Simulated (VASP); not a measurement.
Input of a VASP 6.6.1 run:

Contents of INCAR:

```
PREC = Accurate
ENCUT = 520
EDIFF = 1E-6
ISMEAR = 0
SIGMA = 0.15
LREAL = F
LASPH = T
NELM = 60
ALGO = Normal
ISIF = 2
LWAVE = F
LCHARG = F
GGA = CA
NBANDS = 8
```

File KPOINTS:

```
Automatic mesh
0
Gamma
  18 18 18
```

File POSCAR:

```
As
1.0
    2.7847921967      0.0000000000      0.0000000000
    0.0000000000      2.7847921967      0.0000000000
    0.0000000000      0.0000000000      2.7847921967
As
1
Direct
    0.5000000000      0.5000000000      0.5000000000
```

Potentials or basis: VASP PAW LDA potentials, release 64 (As).

Command:

```console
$ cat potpaw_LDA.64/As/POTCAR > POTCAR
$ mpirun -np 1 vasp_std > vasp.out
```

Problem. What does it give for the pressure?

Solution. -8.4 GPa.

Problem. Estimate the band gap on the k mesh.

Solution. Zero (an odd number of electrons rules out a gap without spin polarisation).

Caveat: the cell differs from its parent crystal (strain +0.030 along x and y, +0.030 along z); the cell stands under tension.
